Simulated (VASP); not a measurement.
# Na (Pm-3m) in VASP: further runs

Runs on Na. Level: PBEsol. Tasks: single point, relaxation of cell and atoms.

Everything below comes from runs of VASP 6.6.1. Logs are shortened: lines on timing, memory, paths and dates and some standing lists are left out, and cuts for length are marked.

## 1. The cell of the first run

It takes space group Pm-3m (No. 221, cubic). Conventional cell: a = 3.342 Å, b = 3.342 Å, c = 3.342 Å, α = 90.00°, β = 90.00°, γ = 90.00°. Within 4.4 Å of Na (site symmetry m-3m) lie 6 Na at 3.34 Å.

## 2. Single point, PBEsol

Input file INCAR:

```
SYSTEM = Na
  PREC = Accurate
  ENCUT = 520
  EDIFF = 1E-6
  ISMEAR = -1
  SIGMA = 0.1
  LREAL = .FALSE.
  LASPH = .TRUE.
  NELM = 80
  ALGO = Normal
  ISIF = 2
  LWAVE = .FALSE.
  LCHARG = .FALSE.
  GGA = PS
  NBANDS = 10
```

Input file KPOINTS:

```
regular mesh
0
G
  11 11 11
  0 0 0
```

Input file POSCAR:

```
Na
1.0
    3.3418788979      0.0000000000      0.0000000000
    0.0000000000      3.3418788979      0.0000000000
    0.0000000000      0.0000000000      3.3418788979
Na
1
Direct
    0.0000000000      0.0000000000      0.0000000000
```

Potentials or basis: VASP PAW PBE potentials, release 64 (Na_pv).

Command:

```console
$ cat potpaw_PBE.64/Na_pv/POTCAR > POTCAR
$ mpirun -np 1 vasp_std > vasp.out
```

OUTCAR:

```text
SYSTEM = Na
   PREC = Accurate
   ENCUT = 520
   EDIFF = 1E-6
   ISMEAR = -1
   LREAL = .FALSE.
   LASPH = .TRUE.
   NELM = 80
   ISIF = 2
   GGA = PS

 ion  position               nearest neighbor table
   1  0.000  0.000  0.000-

  LATTYP: Found a simple cubic cell.
 ALAT       =     3.3418788979

  Lattice vectors:

 A1 = (   3.3418788979,   0.0000000000,   0.0000000000)
 A2 = (   0.0000000000,   3.3418788979,   0.0000000000)
 A3 = (   0.0000000000,   0.0000000000,   3.3418788979)

Analysis of symmetry for initial positions (statically):
=====================================================================
 Subroutine PRICEL returns:
 Original cell was already a primitive cell.

 Routine SETGRP: Setting up the symmetry group for a
 simple cubic supercell.

 Subroutine GETGRP returns: Found 48 space group operations
 (whereof 48 operations were pure point group operations)
 out of a pool of 48 trial point group operations.

The static configuration has the point symmetry O_h .

Analysis of symmetry for dynamics (positions and initial velocities):
=====================================================================
 Subroutine PRICEL returns:
 Original cell was already a primitive cell.

 Routine SETGRP: Setting up the symmetry group for a
 simple cubic supercell.

 Subroutine GETGRP returns: Found 48 space group operations
 (whereof 48 operations were pure point group operations)
 out of a pool of 48 trial point group operations.

The dynamic configuration has the point symmetry O_h .

 Subroutine INISYM returns: Found 48 space group operations
 (whereof 48 operations are pure point group operations),
 and found     1 'primitive' translations

----------------------------------------------------------------------------------------

                                     Primitive cell

  volume of cell :      37.3226

  direct lattice vectors                    reciprocal lattice vectors
     3.341878898  0.000000000  0.000000000     0.299232866  0.000000000  0.000000000
     0.000000000  3.341878898  0.000000000     0.000000000  0.299232866  0.000000000
     0.000000000  0.000000000  3.341878898     0.000000000  0.000000000  0.299232866

  length of vectors
     3.341878898  3.341878898  3.341878898     0.299232866  0.299232866  0.299232866

  position of ions in fractional coordinates (direct lattice)
     0.000000000  0.000000000  0.000000000

  ion indices of the primitive-cell ions
[... 77 lines left out ...]
   NSW    =      0    number of steps for IOM
   IBRION =     -1    ionic relax: 0-MD 1-quasi-New 2-CG
   NFREE  =      0    steps in history (QN), initial steepest desc. (CG)
   ISIF   =      2    stress and relaxation
   ISYM   =      2    0-nonsym 1-usesym 2-fastsym
   POTIM  = 0.5000    time-step for ionic-motion
   TEBEG  =    0.0;   TEEND  =   0.0 temperature during run
   PSTRESS=    0.0 pullay stress
   NELECT =       7.0000    total number of electrons
   NUPDOWN=      -1.0000    fix difference up-down
   EMIN   =  10.00;   EMAX   =-10.00  energy-range for DOS
   EFERMI =   0.00;   METHOD = LEGACY
   ISMEAR =    -1;   SIGMA  =   0.10  broadening in eV -4-tet -1-fermi 0-gaus
   EFERMI_NEDOS =   21; number of points for ismear=-14 and -15
   IALGO  =     38    algorithm
   IMIX   =      4    mixing-type and parameters
     AMIX     =   0.40;   BMIX     =  1.00
     AMIX_MAG =   1.60;   BMIX_MAG =  1.00
  volume/ion in A,a.u.               =      37.32       251.87
  Fermi-wavevector in a.u.,A,eV,Ry     =   0.937095  1.770852 11.947908  0.878146
  Thomas-Fermi vector in A             =   2.064171
   LORBIT       =      0    0 simple, 1 ext, 2 COOP (PROOUT), +10 PAW based schemes
   GGA     = PS    functional components
   LHFCALC =     F    Hartree Fock is set to
   AEXX    =    0.0000 exact exchange contribution
   IVDW    =     0    specifies the selected vdW correction
   LEPSILON=     F    determine dielectric tensor
   LRPA    =     F    only Hartree local field effects (RPA)
 non-spin polarized calculation
  energy-cutoff  :      520.00
  volume of cell :       37.32
 maximum number of plane-waves:      1021
 NGX is ok and might be reduce to    28
   NGX = 13   NGY = 13   NGZ = 13

 number of electron       6.9999996 magnetization

 Free energy of the ion-electron system (eV)
  ---------------------------------------------------
  ext. energy  EPLUGINS =         0.00000000
  ---------------------------------------------------
  free energy    TOTEN  =        -1.28451889 eV

  energy without entropy =       -1.26806847  energy(sigma->0) =       -1.27629368

 E-fermi :   0.2834     XC(G=0):  -6.4784

 val. band max:        0.2771238275   @ k =   0.3636   0.2727   0.1818
 cond. band min:       0.3788281880   @ k =   0.4545   0.1818   0.0909
 fundamental gap:      0.1017043605
 Fermi energy:         0.2834246971

 k-point     1 :       0.0000    0.0000    0.0000
  band No.  band energies     occupation
      1     -24.6668      2.00000
      2     -24.6668      2.00000
      3     -24.6668      2.00000
      4      -2.9672      2.00000
      5       8.7729      0.00000
      6       8.7729      0.00000
      7      10.2014      0.00000
      8      10.2014      0.00000
      9      10.2014      0.00000
     10      13.2590      0.00000
[... 287 lines left out ...]
 k-point    24 :       0.2727    0.0909    0.0909
  band No.  band energies     occupation
      1     -24.6991      2.00000
      2     -24.6683      2.00000
      3     -24.6679      2.00000
      4      -1.7139      2.00000
      5       4.2095      0.00000
      6       8.2581      0.00000
      7       9.5836      0.00000
      8      12.6575      0.00000
      9      14.0785      0.00000
     10      14.4314      0.00000

 [... further k-points ...]

------------------------ aborting loop because EDIFF is reached ----------------------------------------

  FORCE on cell =-STRESS in cart. coord.  units (eV):
  Direction    XX          YY          ZZ          XY          YZ          ZX
  --------------------------------------------------------------------------------------
  -------------------------------------------------------------------------------------
  Total        0.0593267      0.0593267      0.0593267     -0.0000000     -0.0000000      0.0000000
  in kB        2.5467626      2.5467626      2.5467626     -0.0000000     -0.0000000      0.0000000
  external PRESSURE =       2.5467626 kB  Pullay stress =       0.0000000 kB

 VOLUME and BASIS-vectors are now :
 -----------------------------------------------------------------------------
  energy-cutoff  :      520.00
  volume of cell :       37.32
      direct lattice vectors                 reciprocal lattice vectors
     3.341878898  0.000000000  0.000000000     0.299232866  0.000000000  0.000000000
     0.000000000  3.341878898  0.000000000     0.000000000  0.299232866  0.000000000
     0.000000000  0.000000000  3.341878898     0.000000000  0.000000000  0.299232866

 POSITION                                       TOTAL-FORCE (eV/Angst)
 -----------------------------------------------------------------------------------
      0.00000      0.00000      0.00000         0.000000      0.000000      0.000000
 -----------------------------------------------------------------------------------
    total drift:                               -0.000000     -0.000000     -0.000000

  FREE ENERGIE OF THE ION-ELECTRON SYSTEM (eV)
  ---------------------------------------------------
  free  energy   TOTEN  =        -1.2845188853 eV

  energy  without entropy=       -1.2680684656  energy(sigma->0) =       -1.27629368
```

Run time: 10 s. Hardware: 1 thread of Intel Xeon 6975P-C (Granite Rapids), shared host; peak memory 0.15 GiB.

What came out:

* Free energy: -1.2845 eV
* Pressure: 0.3 GPa

Caveat: the PAW data sets were made with another functional, which shifts forces and pressure a little.

## 3. Single point, PBEsol

Input file INCAR:

```
  PREC = Accurate
  ENCUT = 520
  EDIFF = 1E-6
  ISMEAR = -1
  SIGMA = 0.1
  LREAL = F
  LASPH = T
  NELM = 80
  ALGO = Normal
  ISIF = 2
  LWAVE = F
  LCHARG = F
  GGA = PS
  NBANDS = 10
```

Input file KPOINTS:

```
regular mesh
0
Gamma
  11 11 11
```

POSCAR is that of step 2.

Potentials or basis: VASP PAW PBE potentials, release 64 (Na_pv).

Command:

```console
$ cat potpaw_PBE.64/Na_pv/POTCAR > POTCAR
$ mpirun -np 1 vasp_std > vasp.out
```

It took 11 s on 1 thread of Intel Xeon 6975P-C (Granite Rapids), shared host; peak memory 0.15 GiB.

Results (log left out):

```yaml
Free_energy: -1.2845 eV
Pressure: 0.3 GPa
```

Levels at points of the mesh, in eV from the Fermi level:
```csv
k point,band 2,band 3,band 4,band 5,band 6,band 7
"(0.00, 0.00, 0.00)",-24.95,-24.95,-3.25,8.49,8.49,9.92
```

Caveat: the PAW data sets were made with another functional, which shifts forces and pressure a little.

## 4. Relaxation of cell and atoms, PBEsol, target pressure 0.29 GPa, at which the enthalpy is minimised

Input file INCAR:

```
PREC     = Accurate       # precision mode
ENCUT    = 600            # plane-wave cutoff, eV
EDIFF    = 1E-6           # SCF threshold, eV
ISMEAR   = -1             # smearing method
SIGMA    = 0.1            # smearing width, eV
LREAL    = False          # projectors in reciprocal space
LASPH    = True           # aspherical terms in the spheres
NELM     = 60             # most SCF steps
ALGO     = Normal         # electronic algorithm
ISIF     = 3              # what is computed and relaxed
LWAVE    = False          # write WAVECAR
LCHARG   = False          # write CHGCAR
GGA      = PS             # functional
IBRION   = 2              # ionic algorithm
NSW      = 32             # ionic steps
EDIFFG   = -0.005         # ionic threshold
PSTRESS  = 2.9
```

Input file KPOINTS:

```
Automatic mesh
0
Gamma
  11 11 11
```

POSCAR is that of step 3.

Command:

```console
$ cat potpaw_PBE.64/Na_pv/POTCAR > POTCAR
$ mpirun -np 1 vasp_std > vasp.out
```

It took 13 s on 1 thread of Intel Xeon 6975P-C (Granite Rapids), shared host; peak memory 0.14 GiB.

It converged, with:

```yaml
Free_energy: -1.2845 eV
Relaxed_volume: 37.28 Å³/atom
Relaxed_cell: a = 3.340 Å, b = 3.340 Å, c = 3.340 Å, α = 90.00°, β = 90.00°, γ = 90.00°
Space_group_after_relaxing_to_0.05_Å: Pm-3m (No. 221)
Energy_change_on_relaxing_the_enthalpy_is_what_falls: +0.1 meV/atom
Ionic_steps: 2
Pressure_after_relaxing: 0.3 GPa
```

Final structure:
```cif
data_structure
_symmetry_space_group_name_H-M 'P 1'
_symmetry_Int_Tables_number 1
_cell_length_a 3.3405
_cell_length_b 3.3405
_cell_length_c 3.3405
_cell_angle_alpha 90.000
_cell_angle_beta 90.000
_cell_angle_gamma 90.000
_cell_volume 37.28
loop_
_atom_site_label
_atom_site_type_symbol
_atom_site_fract_x
_atom_site_fract_y
_atom_site_fract_z
_atom_site_occupancy
Na1 Na 0.00000 0.00000 0.00000 1
```

Levels at points of the mesh, in eV from the Fermi level:
```tsv
k point	band 1	band 2	band 3	band 4	band 5	band 6	band 7
(0.00, 0.00, 0.00)	-24.95	-24.95	-24.95	-3.25	8.50	8.50	9.93
```

Caveat: the cell is relaxed towards a set pressure, so the enthalpy falls and the energy may rise; the PAW data sets were made with another functional, which shifts forces and pressure a little.

## 5. Relaxation of cell and atoms, PBEsol, target pressure 0.29 GPa, at which the enthalpy is minimised

This run uses another cell than the first one, of 37.84 Å³/atom, 1.014 times its volume.

Input file INCAR:

```
SYSTEM = Na
ALGO = Normal ; EDIFF = 1E-6
EDIFFG = -0.005 ; ENCUT = 600
GGA = PS ; IBRION = 2
ISIF = 3 ; ISMEAR = -1
LASPH = .True. ; LCHARG = .False.
LREAL = .False. ; LWAVE = .False.
NELM = 80 ; NSW = 60
PREC = Accurate ; PSTRESS = 2.9
SIGMA = 0.1
```

Input file KPOINTS:

```
k-points
0
Gamma
  11 11 11
  0 0 0
```

Input file POSCAR:

```
Na
1.0
    3.3573508888      0.0000000000      0.0000000000
    0.0000000000      3.3573508888      0.0000000000
    0.0000000000      0.0000000000      3.3573508888
Na
1
Direct
    0.0000000000      0.0000000000      0.0000000000
```

Command:

```console
$ cat potpaw_PBE.64/Na_pv/POTCAR > POTCAR
$ mpirun -np 1 vasp_std > vasp.out
```

Run time: 33 s. Hardware: 1 thread of Intel Xeon 6975P-C (Granite Rapids), shared host; peak memory 0.15 GiB.

Results (log left out):

* Free energy: -1.2847 eV
* Relaxed volume: 37.35 Å³/atom
* Relaxed cell: a = 3.343 Å, b = 3.343 Å, c = 3.343 Å, α = 90.00°, β = 90.00°, γ = 90.00°
* Space group after relaxing (to 0.05 Å): Pm-3m (No. 221)
* Energy change on relaxing (the enthalpy is what falls): +0.7 meV/atom
* Ionic steps: 6
* Pressure after relaxing: 0.3 GPa

Step by step:
```
step  energy change (eV)  largest force (eV/Å)  pressure (GPa)  volume (Å³)
   1              0.0000                0.0000            0.16        37.84
   2              0.0002                0.0000            0.24        37.68
   3              0.0004                0.0000            0.25        37.56
   4              0.0008                0.0000            0.31        37.31
   5              0.0006                0.0000            0.26        37.40
   6              0.0007                0.0000            0.29        37.35
```

Final structure:
```cif
data_structure
_symmetry_space_group_name_H-M 'P 1'
_symmetry_Int_Tables_number 1
_cell_length_a 3.3427
_cell_length_b 3.3427
_cell_length_c 3.3427
_cell_angle_alpha 90.000
_cell_angle_beta 90.000
_cell_angle_gamma 90.000
_cell_volume 37.35
loop_
_atom_site_label
_atom_site_type_symbol
_atom_site_fract_x
_atom_site_fract_y
_atom_site_fract_z
_atom_site_occupancy
Na1 Na 0.00000 0.00000 0.00000 1
```

Levels at points of the mesh, in eV from the Fermi level:
| k point | band 1 | band 2 | band 3 | band 4 | band 5 | band 6 | band 7 |
| --- | --- | --- | --- | --- | --- | --- | --- |
| (0.00, 0.00, 0.00) | -24.95 | -24.95 | -24.95 | -3.25 | 8.49 | 8.49 | 9.91 |

Caveat: the cell is relaxed towards a set pressure, so the enthalpy falls and the energy may rise; the PAW data sets were made with another functional, which shifts forces and pressure a little.

## 6. Summary

| task | cell | cutoff (eV) | gap on the mesh (eV) | pressure (GPa) |
| --- | --- | --- | --- | --- |
| single point | a = 3.342 Å, 1 atom | 520 | none | 0.3 |
| relaxation of cell and atoms | relaxed to 0.29 GPa from a = 3.342 Å, 1 atom | 600 | none | 0.3 |
| relaxation of cell and atoms | relaxed to 0.29 GPa from a = 3.357 Å, 1 atom | 600 | none | 0.3 |

Alike in all rows: level PBEsol; potentials or basis VASP PAW PBE potentials, release 64 (Na_pv); no spin polarisation; k mesh 11 × 11 × 11; smearing fermi-dirac 0.1 eV.

Caveats: the PAW data sets were made with another functional, which shifts forces and pressure a little; the cell is relaxed towards a set pressure, so the enthalpy falls and the energy may rise (some runs).

Total energies depend on the potentials used, so only differences within one code and one set of settings carry meaning.
